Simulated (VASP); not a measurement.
# Te3Br (Pm-3m) in VASP: a series of runs

Te3Br is run at these levels: PBE; tasks: single point, relaxation of cell and atoms.

Program: VASP 6.6.1. These are calculated values, not measurements. Logs are shortened: lines on timing, memory, paths and dates and some standing lists are left out, and cuts for length are marked.

## Step 1: The cell of the first run

Symmetry: Pm-3m, No. 221, cubic system. The conventional cell has a = 4.804 Å, b = 4.804 Å, c = 4.804 Å, α = 90.00°, β = 90.00°, γ = 90.00°. Te (site symmetry 4/mmm) has 8 Te at 3.40 Å and 4 Br at 3.40 Å within 4.5 Å. Br (site symmetry m-3m) has 12 Te at 3.40 Å within 4.5 Å.

## Step 2: Single point, PBE

INCAR

```
SYSTEM = Te3Br
PREC = Accurate
ENCUT = 520
EDIFF = 1E-7
ISMEAR = 0
SIGMA = 0.1
LREAL = .FALSE.
LASPH = .TRUE.
NELM = 80
ALGO = Normal
ISIF = 2
LWAVE = .FALSE.
LCHARG = .FALSE.
GGA = PE
NBANDS = 20
```

KPOINTS

```
regular mesh
0
G
  4 4 4
  0 0 0
```

POSCAR

```
Te3Br
1.0
    4.8042243695      0.0000000000      0.0000000000
    0.0000000000      4.8042243695      0.0000000000
    0.0000000000      0.0000000000      4.8042243695
Te Br
3 1
Direct
    0.0000000000      0.5000000000      0.5000000000
    0.5000000000      0.0000000000      0.5000000000
    0.5000000000      0.5000000000      0.0000000000
    0.0000000000      0.0000000000      0.0000000000
```

Potentials or basis: VASP PAW PBE potentials, release 64 (Te, Br).

On the command line:

```
> cat potpaw_PBE.64/Te/POTCAR potpaw_PBE.64/Br/POTCAR > POTCAR
> mpirun -np 1 vasp_std > vasp.out
```

OUTCAR:

```text
SYSTEM = Te3Br
   PREC = Accurate
   ENCUT = 520
   EDIFF = 1E-7
   ISMEAR = 0
   LREAL = .FALSE.
   LASPH = .TRUE.
   NELM = 80
   ISIF = 2
   GGA = PE

 ion  position               nearest neighbor table
   1  0.000  0.500  0.500-   2 3.40   3 3.40   3 3.40   2 3.40   2 3.40   3 3.40   3 3.40   2 3.40

   2  0.500  0.000  0.500-   1 3.40   3 3.40   3 3.40   1 3.40   3 3.40   3 3.40   1 3.40   1 3.40

   3  0.500  0.500  0.000-   1 3.40   2 3.40   1 3.40   2 3.40   2 3.40   2 3.40   1 3.40   1 3.40

   4  0.000  0.000  0.000-

  LATTYP: Found a simple cubic cell.
 ALAT       =     4.8042243695

  Lattice vectors:

 A1 = (   4.8042243695,   0.0000000000,   0.0000000000)
 A2 = (   0.0000000000,   4.8042243695,   0.0000000000)
 A3 = (   0.0000000000,   0.0000000000,   4.8042243695)

Analysis of symmetry for initial positions (statically):
=====================================================================
 Subroutine PRICEL returns:
 Original cell was already a primitive cell.

 Routine SETGRP: Setting up the symmetry group for a
 simple cubic supercell.

 Subroutine GETGRP returns: Found 48 space group operations
 (whereof 48 operations were pure point group operations)
 out of a pool of 48 trial point group operations.

The static configuration has the point symmetry O_h .

Analysis of symmetry for dynamics (positions and initial velocities):
=====================================================================
 Subroutine PRICEL returns:
 Original cell was already a primitive cell.

 Routine SETGRP: Setting up the symmetry group for a
 simple cubic supercell.

 Subroutine GETGRP returns: Found 48 space group operations
 (whereof 48 operations were pure point group operations)
 out of a pool of 48 trial point group operations.

The dynamic configuration has the point symmetry O_h .

 Subroutine INISYM returns: Found 48 space group operations
 (whereof 48 operations are pure point group operations),
 and found     1 'primitive' translations

----------------------------------------------------------------------------------------

                                     Primitive cell

  volume of cell :     110.8842

  direct lattice vectors                    reciprocal lattice vectors
     4.804224369  0.000000000  0.000000000     0.208150145  0.000000000  0.000000000
     0.000000000  4.804224369  0.000000000     0.000000000  0.208150145  0.000000000
[... 74 lines left out ...]
   EDIFF  = 0.1E-06   stopping-criterion for ELM
   LREAL  =      F    real-space projection
   EDIFFG = 0.1E-05   stopping-criterion for IOM
   NSW    =      0    number of steps for IOM
   IBRION =     -1    ionic relax: 0-MD 1-quasi-New 2-CG
   NFREE  =      0    steps in history (QN), initial steepest desc. (CG)
   ISIF   =      2    stress and relaxation
   ISYM   =      2    0-nonsym 1-usesym 2-fastsym
   POTIM  = 0.5000    time-step for ionic-motion
   TEBEG  =    0.0;   TEEND  =   0.0 temperature during run
   PSTRESS=    0.0 pullay stress
   NELECT =      25.0000    total number of electrons
   NUPDOWN=      -1.0000    fix difference up-down
   EMIN   =  10.00;   EMAX   =-10.00  energy-range for DOS
   EFERMI =   0.00;   METHOD = LEGACY
   ISMEAR =     0;   SIGMA  =   0.10  broadening in eV -4-tet -1-fermi 0-gaus
   EFERMI_NEDOS =   21; number of points for ismear=-14 and -15
   IALGO  =     38    algorithm
   IMIX   =      4    mixing-type and parameters
     AMIX     =   0.40;   BMIX     =  1.00
     AMIX_MAG =   1.60;   BMIX_MAG =  1.00
  volume/ion in A,a.u.               =      27.72       187.07
  Fermi-wavevector in a.u.,A,eV,Ry     =   0.996395  1.882914 13.507906  0.992803
  Thomas-Fermi vector in A             =   2.128480
   LORBIT       =      0    0 simple, 1 ext, 2 COOP (PROOUT), +10 PAW based schemes
   GGA     = PE    functional components
   LHFCALC =     F    Hartree Fock is set to
   AEXX    =    0.0000 exact exchange contribution
   IVDW    =     0    specifies the selected vdW correction
   LEPSILON=     F    determine dielectric tensor
   LRPA    =     F    only Hartree local field effects (RPA)
 non-spin polarized calculation
 Gauss-broadening in eV      SIGMA  =   0.10
  energy-cutoff  :      520.00
  volume of cell :      110.88
 maximum number of plane-waves:      3016
 NGX is ok and might be reduce to    36
   NGX = 17   NGY = 17   NGZ = 17

 number of electron      24.9999999 magnetization

 Free energy of the ion-electron system (eV)
  ---------------------------------------------------
  ext. energy  EPLUGINS =         0.00000000
  ---------------------------------------------------
  free energy    TOTEN  =        -9.70736686 eV

  energy without entropy =       -9.68431172  energy(sigma->0) =       -9.69583929

 E-fermi :   6.3189     XC(G=0):  -9.9432

 val. band max:        6.3084089305   @ k =   0.5000   0.2500   0.0000
 cond. band min:       6.4400507141   @ k =   0.5000   0.0000   0.0000
 fundamental gap:      0.1316417835
 Fermi energy:         6.3189173088

 k-point     1 :       0.0000    0.0000    0.0000
  band No.  band energies     occupation
      1      -8.4939      2.00000
      2      -5.7709      2.00000
      3      -3.1377      2.00000
      4      -3.1377      2.00000
      5       1.4623      2.00000
      6       1.4623      2.00000
[... 219 lines left out ...]
     19      14.0996      0.00000
     20      14.0996      0.00000

------------------------ aborting loop because EDIFF is reached ----------------------------------------

  FORCE on cell =-STRESS in cart. coord.  units (eV):
  Direction    XX          YY          ZZ          XY          YZ          ZX
  --------------------------------------------------------------------------------------
  -------------------------------------------------------------------------------------
  Total       -0.1648683     -0.1648683     -0.1648683      0.0000000      0.0000000     -0.0000000
  in kB       -2.3821981     -2.3821981     -2.3821981      0.0000000      0.0000000     -0.0000000
  external PRESSURE =      -2.3821981 kB  Pullay stress =       0.0000000 kB

 VOLUME and BASIS-vectors are now :
 -----------------------------------------------------------------------------
  energy-cutoff  :      520.00
  volume of cell :      110.88
      direct lattice vectors                 reciprocal lattice vectors
     4.804224369  0.000000000  0.000000000     0.208150145  0.000000000  0.000000000
     0.000000000  4.804224369  0.000000000     0.000000000  0.208150145  0.000000000
     0.000000000  0.000000000  4.804224369     0.000000000  0.000000000  0.208150145

 POSITION                                       TOTAL-FORCE (eV/Angst)
 -----------------------------------------------------------------------------------
      0.00000      2.40211      2.40211         0.000000      0.000000      0.000000
      2.40211      0.00000      2.40211         0.000000      0.000000      0.000000
      2.40211      2.40211      0.00000         0.000000      0.000000      0.000000
      0.00000      0.00000      0.00000         0.000000      0.000000      0.000000
 -----------------------------------------------------------------------------------
    total drift:                               -0.000000      0.000000      0.000000

  FREE ENERGIE OF THE ION-ELECTRON SYSTEM (eV)
  ---------------------------------------------------
  free  energy   TOTEN  =        -9.7073668591 eV

  energy  without entropy=       -9.6843117169  energy(sigma->0) =       -9.69583929
```

OSZICAR:

```text
N       E                     dE             d eps       ncg     rms          rms(c)
DAV:   1     0.112394741332E+03    0.11239E+03   -0.94377E+03   400   0.101E+03
DAV:   2    -0.222048167290E+01   -0.11462E+03   -0.11161E+03   556   0.158E+02
DAV:   3    -0.998025281356E+01   -0.77598E+01   -0.76735E+01   488   0.438E+01
DAV:   4    -0.100924227914E+02   -0.11217E+00   -0.11210E+00   476   0.611E+00
DAV:   5    -0.100947746017E+02   -0.23518E-02   -0.23518E-02   444   0.927E-01    0.110E+01
DAV:   6    -0.970144180383E+01    0.39333E+00   -0.12105E+00   492   0.499E+00    0.693E+00
DAV:   7    -0.970773663485E+01   -0.62948E-02   -0.15251E-01   452   0.171E+00    0.392E+00
DAV:   8    -0.970827607950E+01   -0.53944E-03   -0.19461E-02   436   0.675E-01    0.343E-01
DAV:   9    -0.970739467264E+01    0.88141E-03   -0.46891E-03   448   0.279E-01    0.221E-01
DAV:  10    -0.970737009174E+01    0.24581E-04   -0.82487E-04   440   0.137E-01    0.125E-01
DAV:  11    -0.970736963623E+01    0.45552E-06   -0.46040E-05   456   0.350E-02    0.207E-02
DAV:  12    -0.970736821594E+01    0.14203E-05   -0.32568E-06   436   0.917E-03    0.111E-02
DAV:  13    -0.970736679402E+01    0.14219E-05   -0.10510E-06   452   0.532E-03    0.272E-03
DAV:  14    -0.970736685913E+01   -0.65107E-07   -0.11466E-07   252   0.157E-03
   1 F= -.97073669E+01 E0= -.96958393E+01  d E =-.230551E-01
```

stdout:

```text
POSCAR found type information on POSCAR TeBr
 POSCAR found :  2 types and       4 ions
 scaLAPACK will be used
 LDA part: xc-table for (Slater+PW92), standard interpolation
 POSCAR, INCAR and KPOINTS ok, starting setup
 FFT: planning ... GRIDC
 FFT: planning ... GRID_SOFT
 FFT: planning ... GRID
 WAVECAR not read
 entering main loop
```

Wall time 22 s (1 thread of Intel Xeon Platinum 8259CL at 2.50GHz (Skylake/Cascade Lake), shared host); peak memory 0.21 GiB.

What came out:

| Quantity | Value |
| --- | --- |
| Free energy | -9.7074 eV |
| Pressure | -0.2 GPa |

Levels at points of the mesh, in eV from the Fermi level:
| k point | band 8 | band 9 | band 10 | band 11 | band 12 | band 13 | band 14 | band 15 | band 16 | band 17 |
| --- | --- | --- | --- | --- | --- | --- | --- | --- | --- | --- |
| (0.00, 0.00, 0.00) | -1.34 | -1.34 | -1.34 | -0.18 | -0.18 | -0.18 | 2.78 | 2.78 | 2.78 | 3.68 |
| (0.50, 0.00, 0.00) | -3.30 | -2.34 | -1.40 | -1.09 | -1.06 | 0.12 | 0.12 | 1.16 | 1.16 | 6.48 |
| (0.50, 0.50, 0.00) | -3.31 | -2.62 | -1.87 | -1.58 | -1.58 | 0.75 | 0.75 | 1.98 | 2.24 | 7.59 |
| (0.50, 0.50, 0.50) | -5.44 | 0.25 | 0.25 | 0.25 | 2.12 | 2.12 | 2.39 | 2.39 | 2.39 | 5.97 |

Caveat: spin-orbit coupling is left out, which moves the levels of the heavy elements; an odd number of electrons without spin polarisation forces a metal; a magnetic or distorted state may lie lower.

## Step 3: Relaxation of cell and atoms, PBE

This run uses another cell than the first one, of 31.36 Å³/atom, 1.131 times its volume.

INCAR

```
SYSTEM = Te3Br
PREC = Accurate
ENCUT = 600
EDIFF = 1E-6
ISMEAR = 0
SIGMA = 0.1
LREAL = .False.
LASPH = .True.
NELM = 60
ALGO = Normal
ISIF = 3
LWAVE = .False.
LCHARG = .False.
GGA = PE
IBRION = 2
NSW = 90
EDIFFG = -0.04
```

KPOINTS

```
regular mesh
0
Gamma
  4 4 4
  0 0 0
```

POSCAR

```
Te3Br
1.0
    5.0057368718      0.0000000000      0.0000000000
    0.0000000000      5.0057368718      0.0000000000
    0.0000000000      0.0000000000      5.0057368718
Te Br
3 1
Direct
    0.0000000000      0.5000000000      0.5000000000
    0.5000000000      0.0000000000      0.5000000000
    0.5000000000      0.5000000000      0.0000000000
    0.0000000000      0.0000000000      0.0000000000
```

Potentials or basis: VASP PAW PBE potentials, release 64 (Te, Br).

On the command line:

```
> cat potpaw_PBE.64/Te/POTCAR potpaw_PBE.64/Br/POTCAR > POTCAR
> mpirun -np 1 vasp_std > vasp.out
```

It took 48 s on 1 thread of Intel Xeon Platinum 8259CL at 2.50GHz (Skylake/Cascade Lake), shared host; peak memory 0.25 GiB.

Results (log left out):

```
Free energy                            : -9.7084 eV
Relaxed volume                         : 27.51 Å³/atom
Relaxed cell                           : a = 4.792 Å, b = 4.792 Å, c = 4.792 Å, α = 90.00°, β = 90.00°, γ = 90.00°
Space group after relaxing (to 0.05 Å) : Pm-3m (No. 221)
Energy gained by relaxing              : 60.3 meV/atom
Ionic steps                            : 2
Pressure after relaxing                : 0.1 GPa
```

Step by step:
| step | energy change (eV) | largest force (eV/Å) | pressure (GPa) | volume (Å³) |
| --- | --- | --- | --- | --- |
| 1 | 0.0000 | 0.0000 | -4.53 | 125.43 |
| 2 | -0.2411 | 0.0000 | 0.12 | 110.03 |

Final structure:
```cif
data_structure
_symmetry_space_group_name_H-M 'P 1'
_symmetry_Int_Tables_number 1
_cell_length_a 4.7918
_cell_length_b 4.7918
_cell_length_c 4.7918
_cell_angle_alpha 90.000
_cell_angle_beta 90.000
_cell_angle_gamma 90.000
_cell_volume 110.03
loop_
_atom_site_label
_atom_site_type_symbol
_atom_site_fract_x
_atom_site_fract_y
_atom_site_fract_z
_atom_site_occupancy
Te1 Te 0.00000 0.50000 0.50000 1
Te2 Te 0.50000 0.00000 0.50000 1
Te3 Te 0.50000 0.50000 0.00000 1
Br1 Br 0.00000 0.00000 0.00000 1
```

Levels at points of the mesh, in eV from the Fermi level:
```tsv
k point	band 8	band 9	band 10	band 11	band 12	band 13	band 14	band 15	band 16
(0.00, 0.00, 0.00)	-1.35	-1.35	-1.35	-0.18	-0.18	-0.18	2.81	2.81	2.81
(0.50, 0.00, 0.00)	-3.33	-2.37	-1.42	-1.08	-1.06	0.12	0.12	1.17	1.17
(0.50, 0.50, 0.00)	-3.33	-2.65	-1.89	-1.60	-1.60	0.76	0.76	2.01	2.27
(0.50, 0.50, 0.50)	-5.50	0.26	0.26	0.26	2.15	2.15	2.42	2.42	2.42
```

Caveat: spin-orbit coupling is left out, which moves the levels of the heavy elements; an odd number of electrons without spin polarisation forces a metal; a magnetic or distorted state may lie lower.
